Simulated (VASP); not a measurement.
# GaAs (F-43m) in VASP: a series of runs

GaAs is run at these levels: LDA; tasks: single point.

Program: VASP 6.6.1. These are calculated values, not measurements. Logs are shortened: lines on timing, memory, paths and dates and some standing lists are left out, and cuts for length are marked.

**1. The cell of the first run**

The structure is cubic, space group F-43m (No. 216). The conventional cell has a = 5.603 Å, b = 5.603 Å, c = 5.603 Å, α = 90.00°, β = 90.00°, γ = 90.00°. Within 3.2 Å of Ga (site symmetry -43m) lie 4 As at 2.43 Å. As (site symmetry -43m) has 4 Ga at 2.43 Å within 3.2 Å.

**2. Single point, LDA**

INCAR reads:

```
PREC = Accurate ; ENCUT = 520
EDIFF = 1E-7 ; ISMEAR = 0
SIGMA = 0.1 ; LREAL = False
LASPH = True ; NELM = 100
ALGO = Normal ; ISIF = 2
LWAVE = False ; LCHARG = False
NBANDS = 16
```

KPOINTS reads:

```
regular mesh
0
Gamma
  12 12 12
```

POSCAR reads:

```
GaAs
1.0
    0.0000000000      2.8016867468      2.8016867468
    2.8016867468      0.0000000000      2.8016867468
    2.8016867468      2.8016867468      0.0000000000
Ga As
1 1
Direct
    0.0000000000      0.0000000000      0.0000000000
    0.7500000000      0.7500000000      0.7500000000
```

Potentials or basis: VASP PAW LDA potentials, release 64 (Ga_d, As).

Launch:

```console
$ cat potpaw_LDA.64/Ga_d/POTCAR potpaw_LDA.64/As/POTCAR > POTCAR
$ mpirun -np 1 vasp_std > vasp.out
```

OUTCAR:

```text
PREC = Accurate
   ENCUT = 520
   EDIFF = 1E-7
   ISMEAR = 0
   LREAL = False
   LASPH = True
   NELM = 100
   ISIF = 2

 ion  position               nearest neighbor table
   1  0.000  0.000  0.000-   2 2.43   2 2.43   2 2.43   2 2.43
   2  0.750  0.750  0.750-   1 2.43   1 2.43   1 2.43   1 2.43

  LATTYP: Found a face centered cubic cell.
 ALAT       =     5.6033734936

  Lattice vectors:

 A1 = (   0.0000000000,   2.8016867468,   2.8016867468)
 A2 = (   2.8016867468,   0.0000000000,   2.8016867468)
 A3 = (   2.8016867468,   2.8016867468,   0.0000000000)

Analysis of symmetry for initial positions (statically):
=====================================================================
 Subroutine PRICEL returns:
 Original cell was already a primitive cell.

 Routine SETGRP: Setting up the symmetry group for a
 face centered cubic supercell.

 Subroutine GETGRP returns: Found 24 space group operations
 (whereof 24 operations were pure point group operations)
 out of a pool of 48 trial point group operations.

The static configuration has the point symmetry T_d .

Analysis of symmetry for dynamics (positions and initial velocities):
=====================================================================
 Subroutine PRICEL returns:
 Original cell was already a primitive cell.

 Routine SETGRP: Setting up the symmetry group for a
 face centered cubic supercell.

 Subroutine GETGRP returns: Found 24 space group operations
 (whereof 24 operations were pure point group operations)
 out of a pool of 48 trial point group operations.

The dynamic configuration has the point symmetry T_d .

 Subroutine INISYM returns: Found 24 space group operations
 (whereof 24 operations are pure point group operations),
 and found     1 'primitive' translations

----------------------------------------------------------------------------------------

                                     Primitive cell

  volume of cell :      43.9834

  direct lattice vectors                    reciprocal lattice vectors
     0.000000000  2.801686747  2.801686747    -0.178463920  0.178463920  0.178463920
     2.801686747  0.000000000  2.801686747     0.178463920 -0.178463920  0.178463920
     2.801686747  2.801686747  0.000000000     0.178463920  0.178463920 -0.178463920

  length of vectors
     3.962183395  3.962183395  3.962183395     0.309108577  0.309108577  0.309108577

  position of ions in fractional coordinates (direct lattice)
     0.000000000  0.000000000  0.000000000
     0.750000000  0.750000000  0.750000000

  ion indices of the primitive-cell ions
   primitive index   ion index
                 1           1
                 2           2

----------------------------------------------------------------------------------------

 KPOINTS: regular mesh

Automatic generation of k-mesh.
 Grid dimensions read from file:
 generate k-points for:   12   12   12

 Generating k-lattice:

  Cartesian coordinates                     Fractional coordinates (reciprocal lattice)
    -0.014871993  0.014871993  0.014871993     0.083333333  0.000000000  0.000000000
     0.014871993 -0.014871993  0.014871993     0.000000000  0.083333333  0.000000000
     0.014871993  0.014871993 -0.014871993     0.000000000  0.000000000  0.083333333

  Length of vectors
     0.025759048  0.025759048  0.025759048

  Shift w.r.t. Gamma in fractional coordinates (k-lattice)
     0.000000000  0.000000000  0.000000000

 Subroutine IBZKPT returns following result:
 ===========================================

 Found     72 irreducible k-points:

 Following reciprocal coordinates:
            Coordinates               Weight
  0.000000  0.000000  0.000000      1.000000
  0.083333  0.000000  0.000000      8.000000
  0.166667  0.000000  0.000000      8.000000
  0.250000  0.000000  0.000000      8.000000
  0.333333  0.000000  0.000000      8.000000
  0.416667  0.000000  0.000000      8.000000
[... 16 lines left out ...]
  0.500000  0.166667  0.000000     24.000000
 -0.416667  0.166667  0.000000     24.000000
 [... further k-points ...]
   k-points           NKPTS =     72   k-points in BZ     NKDIM =     72   number of bands    NBANDS=     16
   number of dos      NEDOS =    301   number of ions     NIONS =      2
   total plane-waves  NPLWV =  27000
   dimension x,y,z NGX =    30 NGY =   30 NGZ =   30
   dimension x,y,z NGXF=    60 NGYF=   60 NGZF=   60
   ions per type =               1   1
   NGX,Y,Z   is equivalent  to a cutoff of  12.59, 12.59, 12.59 a.u.
   NGXF,Y,Z  is equivalent  to a cutoff of  25.17, 25.17, 25.17 a.u.
 SYSTEM =  unknown system
   PREC   = accura    normal or accurate (medium, high low for compatibility)
   ISTART =      0    job   : 0-new  1-cont  2-samecut
   ICHARG =      2    charge: 1-file 2-atom 10-const
   ISPIN  =      1    spin polarized calculation?
   LNONCOLLINEAR =      F non collinear calculations
   LSORBIT =      F    spin-orbit coupling
   LASPH  =      T    aspherical Exc in radial PAW
   ENCUT  =  520.0 eV  38.22 Ry    6.18 a.u.   7.37  7.37  7.37*2*pi/ulx,y,z
   NELM   =    100;   NELMIN=  2; NELMDL= -5     # of ELM steps
   EDIFF  = 0.1E-06   stopping-criterion for ELM
   LREAL  =      F    real-space projection
   EDIFFG = 0.1E-05   stopping-criterion for IOM
   NSW    =      0    number of steps for IOM
   IBRION =     -1    ionic relax: 0-MD 1-quasi-New 2-CG
   NFREE  =      0    steps in history (QN), initial steepest desc. (CG)
   ISIF   =      2    stress and relaxation
   ISYM   =      2    0-nonsym 1-usesym 2-fastsym
   POTIM  = 0.5000    time-step for ionic-motion
   TEBEG  =    0.0;   TEEND  =   0.0 temperature during run
   PSTRESS=    0.0 pullay stress
   NELECT =      18.0000    total number of electrons
   NUPDOWN=      -1.0000    fix difference up-down
   EMIN   =  10.00;   EMAX   =-10.00  energy-range for DOS
   EFERMI =   0.00;   METHOD = LEGACY
   ISMEAR =     0;   SIGMA  =   0.10  broadening in eV -4-tet -1-fermi 0-gaus
   EFERMI_NEDOS =   21; number of points for ismear=-14 and -15
   IALGO  =     38    algorithm
   IMIX   =      4    mixing-type and parameters
     AMIX     =   0.40;   BMIX     =  1.00
     AMIX_MAG =   1.60;   BMIX_MAG =  1.00
  volume/ion in A,a.u.               =      21.99       148.41
  Fermi-wavevector in a.u.,A,eV,Ry     =   1.215447  2.296862 20.100048  1.477312
  Thomas-Fermi vector in A             =   2.350834
   LORBIT       =      0    0 simple, 1 ext, 2 COOP (PROOUT), +10 PAW based schemes
   GGA     = CA    functional components
   LHFCALC =     F    Hartree Fock is set to
   AEXX    =    0.0000 exact exchange contribution
   IVDW    =     0    specifies the selected vdW correction
   LEPSILON=     F    determine dielectric tensor
   LRPA    =     F    only Hartree local field effects (RPA)
 non-spin polarized calculation
 Gauss-broadening in eV      SIGMA  =   0.10
  energy-cutoff  :      520.00
  volume of cell :       43.98
 maximum number of plane-waves:      1243
 NGX is ok and might be reduce to    30
   NGX = 15   NGY = 15   NGZ = 15

 number of electron      18.0000013 magnetization

 Free energy of the ion-electron system (eV)
  ---------------------------------------------------
  ext. energy  EPLUGINS =         0.00000000
  ---------------------------------------------------
  free energy    TOTEN  =        -9.64202498 eV

  energy without entropy =       -9.64202489  energy(sigma->0) =       -9.64202494

 E-fermi :   4.3371     XC(G=0): -10.0313

 val. band max:        4.0596228874   @ k =   0.0000   0.0000   0.0000
 cond. band min:       4.5951479829   @ k =   0.0000   0.0000   0.0000
 fundamental gap:      0.5355250954
 Fermi energy:         4.3370640724

 k-point     1 :       0.0000    0.0000    0.0000
  band No.  band energies     occupation
      1     -10.9181      2.00000
      2     -10.9181      2.00000
      3     -10.9181      2.00000
      4     -10.8332      2.00000
      5     -10.8332      2.00000
      6      -8.9001      2.00000
[... 8 lines left out ...]
     15      14.2986      0.00000
     16      14.2986      0.00000

 k-point     2 :       0.0833    0.0000    0.0000
  band No.  band energies     occupation
      1     -10.9249      2.00000
      2     -10.9163      2.00000
      3     -10.9163      2.00000
      4     -10.8333      2.00000
      5     -10.8333      2.00000
      6      -8.8152      2.00000
[... 8 lines left out ...]
     15      13.7027      0.00000
     16      13.7027      0.00000

 k-point     3 :       0.1667    0.0000    0.0000
  band No.  band energies     occupation
      1     -10.9426      2.00000
      2     -10.9117      2.00000
      3     -10.9117      2.00000
      4     -10.8334      2.00000
      5     -10.8334      2.00000
      6      -8.5675      2.00000
[... 8 lines left out ...]
     15      13.1269      0.00000
     16      13.1269      0.00000

 k-point     4 :       0.2500    0.0000    0.0000
  band No.  band energies     occupation
      1     -10.9647      2.00000
      2     -10.9060      2.00000
      3     -10.9060      2.00000
      4     -10.8329      2.00000
      5     -10.8329      2.00000
      6      -8.1806      2.00000
[... 8 lines left out ...]
     15      13.1087      0.00000
     16      13.1087      0.00000
[... 324 lines left out ...]
 k-point    22 :       0.4167    0.1667    0.0000
  band No.  band energies     occupation
      1     -11.0011      2.00000
      2     -10.8938      2.00000
      3     -10.8897      2.00000
      4     -10.8407      2.00000
      5     -10.8266      2.00000
      6      -7.2931      2.00000
[... 8 lines left out ...]
     15      15.0310      0.00000
     16      15.9467      0.00000

 k-point    23 :       0.5000    0.1667    0.0000
  band No.  band energies     occupation
      1     -11.0082      2.00000
      2     -10.8930      2.00000
      3     -10.8884      2.00000
      4     -10.8375      2.00000
      5     -10.8276      2.00000
      6      -6.9174      2.00000
[... 8 lines left out ...]
     15      15.6379      0.00000
     16      16.0384      0.00000

 k-point    24 :      -0.4167    0.1667    0.0000
  band No.  band energies     occupation
      1     -11.0082      2.00000
      2     -10.8932      2.00000
      3     -10.8894      2.00000
      4     -10.8342      2.00000
      5     -10.8303      2.00000
      6      -6.8557      2.00000
[... 8 lines left out ...]
     15      14.4884      0.00000
     16      15.1639      0.00000

 [... further k-points ...]

------------------------ aborting loop because EDIFF is reached ----------------------------------------

  FORCE on cell =-STRESS in cart. coord.  units (eV):
  Direction    XX          YY          ZZ          XY          YZ          ZX
  --------------------------------------------------------------------------------------
  -------------------------------------------------------------------------------------
  Total        0.0867800      0.0867800      0.0867800      0.0000000      0.0000000      0.0000000
  in kB        3.1611222      3.1611222      3.1611222      0.0000000      0.0000000      0.0000000
  external PRESSURE =       3.1611222 kB  Pullay stress =       0.0000000 kB

 VOLUME and BASIS-vectors are now :
 -----------------------------------------------------------------------------
  energy-cutoff  :      520.00
  volume of cell :       43.98
      direct lattice vectors                 reciprocal lattice vectors
     0.000000000  2.801686747  2.801686747    -0.178463920  0.178463920  0.178463920
     2.801686747  0.000000000  2.801686747     0.178463920 -0.178463920  0.178463920
     2.801686747  2.801686747  0.000000000     0.178463920  0.178463920 -0.178463920

 POSITION                                       TOTAL-FORCE (eV/Angst)
 -----------------------------------------------------------------------------------
      0.00000      0.00000      0.00000        -0.000000     -0.000000     -0.000000
      4.20253      4.20253      4.20253         0.000000      0.000000      0.000000
 -----------------------------------------------------------------------------------
    total drift:                                0.000001      0.000001      0.000000

  FREE ENERGIE OF THE ION-ELECTRON SYSTEM (eV)
  ---------------------------------------------------
  free  energy   TOTEN  =        -9.6420249789 eV

  energy  without entropy=       -9.6420248925  energy(sigma->0) =       -9.64202494
```

It took 78 s on 1 thread of Intel Xeon 8259CL, shared host; peak memory 0.19 GiB.

Results:

```
Free energy            : -9.6420 eV
Pressure               : 0.3 GPa
Band gap on the k mesh : 0.54 eV
```

A k mesh can miss the band edges.

**3. Single point, LDA**

INCAR reads:

```
  PREC = Accurate
  ENCUT = 520
  EDIFF = 1E-6
  ISMEAR = 0
  SIGMA = 0.02
  LREAL = False
  LASPH = True
  NELM = 100
  ALGO = Normal
  ISIF = 2
  LWAVE = False
  LCHARG = True
  LELF = True
  LVHAR = True
  NBANDS = 16
```

KPOINTS reads:

```
Automatic mesh
0
Gamma
  12 12 12
```

POSCAR is that of step 2.

Potentials or basis: VASP PAW LDA potentials, release 64 (Ga_d, As).

Launch:

```console
$ cat potpaw_LDA.64/Ga_d/POTCAR potpaw_LDA.64/As/POTCAR > POTCAR
$ mpirun -np 1 vasp_std > vasp.out
```

OUTCAR:

```text
PREC = Accurate
   ENCUT = 520
   EDIFF = 1E-6
   ISMEAR = 0
   LREAL = False
   LASPH = True
   NELM = 100
   ISIF = 2

 ion  position               nearest neighbor table
   1  0.000  0.000  0.000-   2 2.43   2 2.43   2 2.43   2 2.43
   2  0.750  0.750  0.750-   1 2.43   1 2.43   1 2.43   1 2.43

  LATTYP: Found a face centered cubic cell.
 ALAT       =     5.6033734936

  Lattice vectors:

 A1 = (   0.0000000000,   2.8016867468,   2.8016867468)
 A2 = (   2.8016867468,   0.0000000000,   2.8016867468)
[... 643 lines left out ...]

  FORCE on cell =-STRESS in cart. coord.  units (eV):
  Direction    XX          YY          ZZ          XY          YZ          ZX
  --------------------------------------------------------------------------------------
  -------------------------------------------------------------------------------------
  Total        0.0867654      0.0867654      0.0867654     -0.0000000      0.0000000     -0.0000000
  in kB        3.1605926      3.1605926      3.1605926     -0.0000000      0.0000000     -0.0000000
  external PRESSURE =       3.1605926 kB  Pullay stress =       0.0000000 kB

 VOLUME and BASIS-vectors are now :
 -----------------------------------------------------------------------------
  energy-cutoff  :      520.00
  volume of cell :       43.98
      direct lattice vectors                 reciprocal lattice vectors
     0.000000000  2.801686747  2.801686747    -0.178463920  0.178463920  0.178463920
     2.801686747  0.000000000  2.801686747     0.178463920 -0.178463920  0.178463920
     2.801686747  2.801686747  0.000000000     0.178463920  0.178463920 -0.178463920

 POSITION                                       TOTAL-FORCE (eV/Angst)
 -----------------------------------------------------------------------------------
      0.00000      0.00000      0.00000        -0.000000     -0.000000     -0.000000
      4.20253      4.20253      4.20253         0.000000      0.000000      0.000000
 -----------------------------------------------------------------------------------
    total drift:                                0.000000      0.000000      0.000000

  FREE ENERGIE OF THE ION-ELECTRON SYSTEM (eV)
  ---------------------------------------------------
  free  energy   TOTEN  =        -9.6420249669 eV

  energy  without entropy=       -9.6420249669  energy(sigma->0) =       -9.64202497
```

stdout:

```text
POSCAR found type information on POSCAR GaAs
 POSCAR found :  2 types and       2 ions
 scaLAPACK will be used
 LDA part: xc-table for (Slater(with rela. corr.)+CA(PZ))
 , standard interpolation
 POSCAR, INCAR and KPOINTS ok, starting setup
 FFT: planning ... GRIDC
 FFT: planning ... GRID_SOFT
 FFT: planning ... GRID
 WAVECAR not read
 entering main loop
```

It took 70 s on 1 thread of Intel Xeon 8259CL, shared host; peak memory 0.19 GiB.

Results:

| Quantity | Value |
| --- | --- |
| Free energy | -9.6420 eV |
| Pressure | 0.3 GPa |
| Band gap on the k mesh | 0.54 eV |

A k mesh can miss the band edges.
